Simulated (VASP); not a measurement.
# Si2W (I4/mmm) in VASP: further runs

Si2W is run at these levels: PBE; tasks: single point.

Everything below comes from runs of VASP 6.6.1. Logs are shortened: lines on timing, memory, paths and dates and some standing lists are left out, and cuts for length are marked.

### Step 1. The cell of the first run

Symmetry: I4/mmm, No. 139, tetragonal system. Conventional cell: a = 3.229 Å, b = 3.229 Å, c = 7.867 Å, α = 90.00°, β = 90.00°, γ = 90.00°. Si (site symmetry 4mm) has 9 Si at 2.60 to 3.23 Å and 5 W at 2.63 Å within 3.4 Å. Within 3.5 Å of W (site symmetry 4/mmm) lie 10 Si at 2.63 Å and 4 W at 3.23 Å.

### Step 2. Single point, PBE

INCAR reads:

```
SYSTEM = Si2W
ALGO     = Normal         ! electronic algorithm
EDIFF    = 1E-6           ! SCF threshold, eV
ENCUT    = 520            ! plane-wave cutoff, eV
GGA      = PE             ! functional
ISIF     = 2              ! what is computed and relaxed
ISMEAR   = 0              ! smearing method
LASPH    = .TRUE.         ! aspherical terms in the spheres
LCHARG   = .TRUE.         ! write CHGCAR
LELF     = .TRUE.         ! ELF
LREAL    = .FALSE.        ! projectors in reciprocal space
LVHAR    = .TRUE.       
LWAVE    = .FALSE.        ! write WAVECAR
NBANDS   = 18             ! bands
NELM     = 100            ! most SCF steps
PREC     = Accurate       ! precision mode
SIGMA    = 0.1            ! smearing width, eV
```

KPOINTS reads:

```
k-points
0
G
  18 18 18
  0 0 0
```

POSCAR reads:

```
Si2W
1.0
   -1.6144976628      1.6144976628      3.9334140995
    1.6144976628     -1.6144976628      3.9334140995
    1.6144976628      1.6144976628     -3.9334140995
Si W
2 1
Direct
    0.3345744006      0.3345744006      0.0000000000
    0.6654255994      0.6654255994      0.0000000000
    0.0000000000      0.0000000000      0.0000000000
```

Potentials or basis: VASP PAW PBE potentials, release 64 (Si, W_sv).

Launch:

```sh
$ cat potpaw_PBE.64/Si/POTCAR potpaw_PBE.64/W_sv/POTCAR > POTCAR
$ mpirun -np 1 vasp_std > vasp.out
```

OUTCAR:

```text
SYSTEM = Si2W
   EDIFF = 1E-6
   ENCUT = 520
   GGA = PE
   ISIF = 2
   ISMEAR = 0
   LASPH = .TRUE.
   LREAL = .FALSE.
   NELM = 100
   PREC = Accurate

 ion  position               nearest neighbor table
   1  0.335  0.335  0.000-   2 2.60   3 2.63   3 2.63   3 2.63   3 2.63   3 2.63   2 2.64   2 2.64
                             2 2.64   2 2.64
   2  0.665  0.665  0.000-   1 2.60   3 2.63   3 2.63   3 2.63   3 2.63   3 2.63   1 2.64   1 2.64
                             1 2.64   1 2.64
   3  0.000  0.000  0.000-   2 2.63   2 2.63   2 2.63   1 2.63   2 2.63   1 2.63   1 2.63   1 2.63
                             1 2.63   2 2.63

  LATTYP: Found a body centered tetragonal cell.
 ALAT       =     3.2289953256
 C/A-ratio  =     2.4363083268

  Lattice vectors:

 A1 = (  -1.6144976628,   1.6144976628,   3.9334140995)
 A2 = (   1.6144976628,  -1.6144976628,   3.9334140995)
 A3 = (   1.6144976628,   1.6144976628,  -3.9334140995)

Analysis of symmetry for initial positions (statically):
=====================================================================
 Subroutine PRICEL returns:
 Original cell was already a primitive cell.

 Routine SETGRP: Setting up the symmetry group for a
 body centered tetragonal supercell.

 Subroutine GETGRP returns: Found 16 space group operations
 (whereof 16 operations were pure point group operations)
 out of a pool of 16 trial point group operations.

The static configuration has the point symmetry D_4h.

Analysis of symmetry for dynamics (positions and initial velocities):
=====================================================================
 Subroutine PRICEL returns:
 Original cell was already a primitive cell.

 Routine SETGRP: Setting up the symmetry group for a
 body centered tetragonal supercell.

 Subroutine GETGRP returns: Found 16 space group operations
 (whereof 16 operations were pure point group operations)
 out of a pool of 16 trial point group operations.

The dynamic configuration has the point symmetry D_4h.

 Subroutine INISYM returns: Found 16 space group operations
 (whereof 16 operations are pure point group operations),
 and found     1 'primitive' translations

----------------------------------------------------------------------------------------

                                     Primitive cell

  volume of cell :      41.0114

  direct lattice vectors                    reciprocal lattice vectors
    -1.614497663  1.614497663  3.933414100     0.000000000  0.309693852  0.127116034
     1.614497663 -1.614497663  3.933414100     0.309693852  0.000000000  0.127116034
     1.614497663  1.614497663 -3.933414100     0.309693852  0.309693852  0.000000000

  length of vectors
     4.548071227  4.548071227  4.548071227     0.334766737  0.334766737  0.437973245

  position of ions in fractional coordinates (direct lattice)
     0.334574401  0.334574401  0.000000000
     0.665425599  0.665425599  0.000000000
     0.000000000  0.000000000  0.000000000

  ion indices of the primitive-cell ions
   primitive index   ion index
                 1           1
                 2           2
                 3           3

----------------------------------------------------------------------------------------

 KPOINTS: k-points

Automatic generation of k-mesh.
 Grid dimensions read from file:
 generate k-points for:   18   18   18

 Generating k-lattice:

  Cartesian coordinates                     Fractional coordinates (reciprocal lattice)
     0.000000000  0.017205214  0.007062002     0.055555556  0.000000000  0.000000000
     0.017205214  0.000000000  0.007062002     0.000000000  0.055555556  0.000000000
     0.017205214  0.017205214  0.000000000     0.000000000  0.000000000  0.055555556

  Length of vectors
     0.018598152  0.018598152  0.024331847

  Shift w.r.t. Gamma in fractional coordinates (k-lattice)
     0.000000000  0.000000000  0.000000000

 Subroutine IBZKPT returns following result:
 ===========================================

 Found    480 irreducible k-points:

 Following reciprocal coordinates:
            Coordinates               Weight
  0.000000  0.000000  0.000000      1.000000
  0.055556  0.000000  0.000000      8.000000
  0.111111  0.000000  0.000000      8.000000
  0.166667  0.000000  0.000000      8.000000
  0.222222 -0.000000  0.000000      8.000000
  0.277778  0.000000  0.000000      8.000000
[... 16 lines left out ...]
 -0.277778  0.055556  0.000000     16.000000
 -0.222222  0.055556  0.000000     16.000000
 [... further k-points ...]
   k-points           NKPTS =    480   k-points in BZ     NKDIM =    480   number of bands    NBANDS=     18
   number of dos      NEDOS =    301   number of ions     NIONS =      3
   total plane-waves  NPLWV =  46656
   dimension x,y,z NGX =    36 NGY =   36 NGZ =   36
   dimension x,y,z NGXF=    72 NGYF=   72 NGZF=   72
   ions per type =               2   1
   NGX,Y,Z   is equivalent  to a cutoff of  13.16, 13.16, 13.16 a.u.
   NGXF,Y,Z  is equivalent  to a cutoff of  26.32, 26.32, 26.32 a.u.
 SYSTEM =  Si2W
   PREC   = accura    normal or accurate (medium, high low for compatibility)
   ISTART =      0    job   : 0-new  1-cont  2-samecut
   ICHARG =      2    charge: 1-file 2-atom 10-const
   ISPIN  =      1    spin polarized calculation?
   LNONCOLLINEAR =      F non collinear calculations
   LSORBIT =      F    spin-orbit coupling
   LASPH  =      T    aspherical Exc in radial PAW
   ENCUT  =  520.0 eV  38.22 Ry    6.18 a.u.   8.46  8.46  8.46*2*pi/ulx,y,z
   NELM   =    100;   NELMIN=  2; NELMDL= -5     # of ELM steps
   EDIFF  = 0.1E-05   stopping-criterion for ELM
   LREAL  =      F    real-space projection
   EDIFFG = 0.1E-04   stopping-criterion for IOM
   NSW    =      0    number of steps for IOM
   IBRION =     -1    ionic relax: 0-MD 1-quasi-New 2-CG
   NFREE  =      0    steps in history (QN), initial steepest desc. (CG)
   ISIF   =      2    stress and relaxation
   ISYM   =      2    0-nonsym 1-usesym 2-fastsym
   POTIM  = 0.5000    time-step for ionic-motion
   TEBEG  =    0.0;   TEEND  =   0.0 temperature during run
   PSTRESS=    0.0 pullay stress
   NELECT =      22.0000    total number of electrons
   NUPDOWN=      -1.0000    fix difference up-down
   EMIN   =  10.00;   EMAX   =-10.00  energy-range for DOS
   EFERMI =   0.00;   METHOD = LEGACY
   ISMEAR =     0;   SIGMA  =   0.10  broadening in eV -4-tet -1-fermi 0-gaus
   EFERMI_NEDOS =   21; number of points for ismear=-14 and -15
   IALGO  =     38    algorithm
   IMIX   =      4    mixing-type and parameters
     AMIX     =   0.40;   BMIX     =  1.00
     AMIX_MAG =   1.60;   BMIX_MAG =  1.00
  volume/ion in A,a.u.               =      13.67        92.25
  Fermi-wavevector in a.u.,A,eV,Ry     =   1.330192  2.513698 24.074283  1.769410
  Thomas-Fermi vector in A             =   2.459297
   LORBIT       =      0    0 simple, 1 ext, 2 COOP (PROOUT), +10 PAW based schemes
   GGA     = PE    functional components
   LHFCALC =     F    Hartree Fock is set to
   AEXX    =    0.0000 exact exchange contribution
   IVDW    =     0    specifies the selected vdW correction
   LEPSILON=     F    determine dielectric tensor
   LRPA    =     F    only Hartree local field effects (RPA)
 non-spin polarized calculation
 Gauss-broadening in eV      SIGMA  =   0.10
  energy-cutoff  :      520.00
  volume of cell :       41.01
 maximum number of plane-waves:      1134
 NGX is ok and might be reduce to    36

 number of electron      22.0000000 magnetization

 Free energy of the ion-electron system (eV)
  ---------------------------------------------------
  ext. energy  EPLUGINS =         0.00000000
  ---------------------------------------------------
  free energy    TOTEN  =       -24.81572890 eV

  energy without entropy =      -24.81482348  energy(sigma->0) =      -24.81527619

 E-fermi :  11.7593     XC(G=0): -12.4613

 val. band max:       11.7395120004   @ k =  -0.3889   0.5000   0.3333
 cond. band min:      11.7966898898   @ k =  -0.3889  -0.4444   0.3889
 fundamental gap:      0.0571778894
 Fermi energy:        11.7593276664

 k-point     1 :       0.0000    0.0000    0.0000
  band No.  band energies     occupation
      1     -62.1252      2.00000
      2     -26.3724      2.00000
      3     -26.3588      2.00000
      4     -26.3588      2.00000
      5      -2.2027      2.00000
      6       4.9988      2.00000
[... 10 lines left out ...]
     17      17.3570      0.00000
     18      17.3570      0.00000

 k-point     2 :       0.0556    0.0000    0.0000
  band No.  band energies     occupation
      1     -62.1250      2.00000
      2     -26.3719      2.00000
      3     -26.3651      2.00000
      4     -26.3582      2.00000
      5      -2.1444      2.00000
      6       5.0020      2.00000
[... 10 lines left out ...]
     17      17.3609      0.00000
     18      17.5836      0.00000

 k-point     3 :       0.1111    0.0000    0.0000
  band No.  band energies     occupation
      1     -62.1244      2.00000
      2     -26.3832      2.00000
      3     -26.3706      2.00000
      4     -26.3566      2.00000
      5      -1.9708      2.00000
      6       5.0021      2.00000
[... 10 lines left out ...]
     17      17.4158      0.00000
     18      18.1386      0.00000

 k-point     4 :       0.1667    0.0000    0.0000
  band No.  band energies     occupation
      1     -62.1235      2.00000
      2     -26.4107      2.00000
      3     -26.3685      2.00000
      4     -26.3541      2.00000
      5      -1.6856      2.00000
      6       4.9648      2.00000
[... 10 lines left out ...]
     17      17.6940      0.00000
     18      18.9069      0.00000

 k-point     5 :       0.2222   -0.0000    0.0000
  band No.  band energies     occupation
      1     -62.1223      2.00000
      2     -26.4443      2.00000
      3     -26.3659      2.00000
      4     -26.3510      2.00000
      5      -1.2949      2.00000
      6       4.8202      2.00000
[... 10 lines left out ...]
     17      18.2958      0.00000
     18      19.8333      0.00000

 k-point     6 :       0.2778    0.0000    0.0000
  band No.  band energies     occupation
      1     -62.1211      2.00000
      2     -26.4798      2.00000
      3     -26.3632      2.00000
      4     -26.3477      2.00000
      5      -0.8071      2.00000
      6       4.4889      2.00000
[... 307 lines left out ...]
 k-point    21 :      -0.3889    0.0556   -0.0000
  band No.  band energies     occupation
      1     -62.1188      2.00000
      2     -26.5389      2.00000
      3     -26.3575      2.00000
      4     -26.3481      2.00000
      5       0.3657      2.00000
      6       3.4446      2.00000
[... 10 lines left out ...]
     17      18.8115      0.00000
     18      20.0859      0.00000

 k-point    22 :      -0.3333    0.0556   -0.0000
  band No.  band energies     occupation
      1     -62.1197      2.00000
      2     -26.5121      2.00000
      3     -26.3595      2.00000
      4     -26.3506      2.00000
      5      -0.2719      2.00000
      6       4.1179      2.00000
[... 10 lines left out ...]
     17      18.9691      0.00000
     18      19.9006      0.00000

 k-point    23 :      -0.2778    0.0556    0.0000
  band No.  band energies     occupation
      1     -62.1209      2.00000
      2     -26.4790      2.00000
      3     -26.3620      2.00000
      4     -26.3538      2.00000
      5      -0.8333      2.00000
      6       4.7023      2.00000
[... 10 lines left out ...]
     17      18.6514      0.00000
     18      19.7653      0.00000

 k-point    24 :      -0.2222    0.0556    0.0000
  band No.  band energies     occupation
      1     -62.1221      2.00000
      2     -26.4435      2.00000
      3     -26.3647      2.00000
      4     -26.3571      2.00000
      5      -1.3060      2.00000
      6       5.0931      2.00000
[... 10 lines left out ...]
     17      17.9617      0.00000
     18      19.8911      0.00000

 [... further k-points ...]

------------------------ aborting loop because EDIFF is reached ----------------------------------------

  FORCE on cell =-STRESS in cart. coord.  units (eV):
  Direction    XX          YY          ZZ          XY          YZ          ZX
  --------------------------------------------------------------------------------------
  -------------------------------------------------------------------------------------
  Total        0.0270289      0.0270289      0.0095269      0.0000000      0.0000000     -0.0000000
  in kB        1.0559277      1.0559277      0.3721850      0.0000000      0.0000000     -0.0000000
  external PRESSURE =       0.8280135 kB  Pullay stress =       0.0000000 kB

 VOLUME and BASIS-vectors are now :
 -----------------------------------------------------------------------------
  energy-cutoff  :      520.00
  volume of cell :       41.01
      direct lattice vectors                 reciprocal lattice vectors
    -1.614497663  1.614497663  3.933414100     0.000000000  0.309693852  0.127116034
     1.614497663 -1.614497663  3.933414100     0.309693852  0.000000000  0.127116034
     1.614497663  1.614497663 -3.933414100     0.309693852  0.309693852  0.000000000

 POSITION                                       TOTAL-FORCE (eV/Angst)
 -----------------------------------------------------------------------------------
      0.00000      0.00000      2.63204        -0.000000     -0.000000     -0.004119
      0.00000      0.00000      5.23479         0.000000      0.000000      0.004119
      0.00000      0.00000      0.00000        -0.000000     -0.000000     -0.000000
 -----------------------------------------------------------------------------------
    total drift:                                0.000000     -0.000000     -0.000000

  FREE ENERGIE OF THE ION-ELECTRON SYSTEM (eV)
  ---------------------------------------------------
  free  energy   TOTEN  =       -24.8157289010 eV

  energy  without entropy=      -24.8148234800  energy(sigma->0) =      -24.81527619
```

Wall time 4.9 min (1 thread of AMD EPYC 9R45 (Zen 5), shared host); peak memory 0.44 GiB.

Results:

- Free energy: -24.8157 eV
- Pressure: 0.1 GPa
- Largest force: 0.004 eV/Å
- Band gap on the k mesh: zero (bands 11 and 12 overlap by 1.25 eV)

Forces in eV/Å, atoms in the order of the input:
```
Si   0.000  0.000 -0.004
Si   0.000  0.000  0.004
W    0.000  0.000  0.000
```

Levels at points of the mesh, in eV from the Fermi level:
```csv
k point,band 8,band 9,band 10,band 11,band 12,band 13,band 14,band 15
"(0.00, 0.00, 0.00)",-3.25,-2.81,-2.81,0.60,2.65,2.98,3.03,3.03
"(0.50, 0.00, 0.00)",-4.82,-2.75,-2.71,-0.42,2.65,2.75,3.90,4.31
"(0.50, 0.50, 0.00)",-5.50,-4.96,-3.19,-1.76,2.73,2.91,3.06,3.85
"(0.50, 0.50, 0.50)",-2.54,-0.85,-0.85,-0.49,-0.49,0.78,4.44,4.73
```

Caveat: spin-orbit coupling is left out, which moves the levels of the heavy elements.

### Step 3. Single point, PBE

This run uses another cell than the first one, of the same volume but with other edges.

INCAR reads:

```
SYSTEM = Si2W
ALGO = Normal
EDIFF = 1E-7
ENCUT = 520
GGA = PE
ISIF = 2
ISMEAR = 0
ISYM = 0
LASPH = .TRUE.
LCHARG = .FALSE.
LREAL = .FALSE.
LWAVE = .FALSE.
NBANDS = 18
NELM = 60
PREC = Accurate
SIGMA = 0.1
```

KPOINTS reads:

```
k-points
0
G
  11 8 12
  0 0 0
```

POSCAR reads:

```
Si2W
1.0
    3.2289953256      0.0000000000      0.0000000000
   -1.6144976628      4.2518642008      0.0000000000
    0.0000000000      1.2260987558      2.9871546083
Si W
2 1
Direct
    0.6654255994      0.3308511988      0.3345744006
    0.3345744006      0.6691488012      0.6654255994
    0.0000000000      0.0000000000      0.0000000000
```

Potentials or basis: VASP PAW PBE potentials, release 64 (Si, W_sv).

Launch:

```sh
$ cat potpaw_PBE.64/Si/POTCAR potpaw_PBE.64/W_sv/POTCAR > POTCAR
$ mpirun -np 1 vasp_std > vasp.out
```

OUTCAR:

```text
SYSTEM = Si2W
   EDIFF = 1E-7
   ENCUT = 520
   GGA = PE
   ISIF = 2
   ISMEAR = 0
   ISYM = 0
   LASPH = .TRUE.
   LREAL = .FALSE.
   NELM = 60
   PREC = Accurate

 ion  position               nearest neighbor table
   1  0.665  0.331  0.335-   2 2.60   3 2.63   3 2.63   3 2.63   3 2.63   3 2.63   2 2.64   2 2.64
                             2 2.64   2 2.64
   2  0.335  0.669  0.665-   1 2.60   3 2.63   3 2.63   3 2.63   3 2.63   3 2.63   1 2.64   1 2.64
[... 687 lines left out ...]

  FORCE on cell =-STRESS in cart. coord.  units (eV):
  Direction    XX          YY          ZZ          XY          YZ          ZX
  --------------------------------------------------------------------------------------
  -------------------------------------------------------------------------------------
  Total        0.0180823      0.0431615      0.0269730     -0.0020064     -0.0049568     -0.0029572
  in kB        0.7064129      1.6861767      1.0537435     -0.0783814     -0.1936443     -0.1155297
  external PRESSURE =       1.1487777 kB  Pullay stress =       0.0000000 kB

 VOLUME and BASIS-vectors are now :
 -----------------------------------------------------------------------------
  energy-cutoff  :      520.00
  volume of cell :       41.01
      direct lattice vectors                 reciprocal lattice vectors
     3.228995326  0.000000000  0.000000000     0.309693852  0.117595477 -0.048267896
    -1.614497663  4.251864201  0.000000000     0.000000000  0.235190955 -0.096535792
     0.000000000  1.226098756  2.987154608     0.000000000  0.000000000  0.334766737

 POSITION                                       TOTAL-FORCE (eV/Angst)
 -----------------------------------------------------------------------------------
      1.61450      1.81696      0.99943        -0.001208      0.019467     -0.006713
     -0.00000      3.66101      1.98773         0.001208     -0.019467      0.006713
      0.00000      0.00000      0.00000         0.000000     -0.000000      0.000000
 -----------------------------------------------------------------------------------
    total drift:                               -0.000000     -0.000000      0.000000

  FREE ENERGIE OF THE ION-ELECTRON SYSTEM (eV)
  ---------------------------------------------------
  free  energy   TOTEN  =       -24.8150176486 eV

  energy  without entropy=      -24.8134190146  energy(sigma->0) =      -24.81421833
```

Wall time 2.8 min (1 thread of AMD EPYC 9R45 (Zen 5), shared host); peak memory 0.42 GiB.

Results:

```yaml
Free_energy: -24.8150 eV
Pressure: 0.1 GPa
Largest_force: 0.021 eV/Å
Band_gap_on_the_k_mesh: zero (bands 11 and 12 overlap by 1.24 eV)
```

Forces on the atoms (eV/Å):
```
Si  -0.001  0.019 -0.007
Si   0.001 -0.019  0.007
W    0.000  0.000  0.000
```

Caveat: spin-orbit coupling is left out, which moves the levels of the heavy elements.
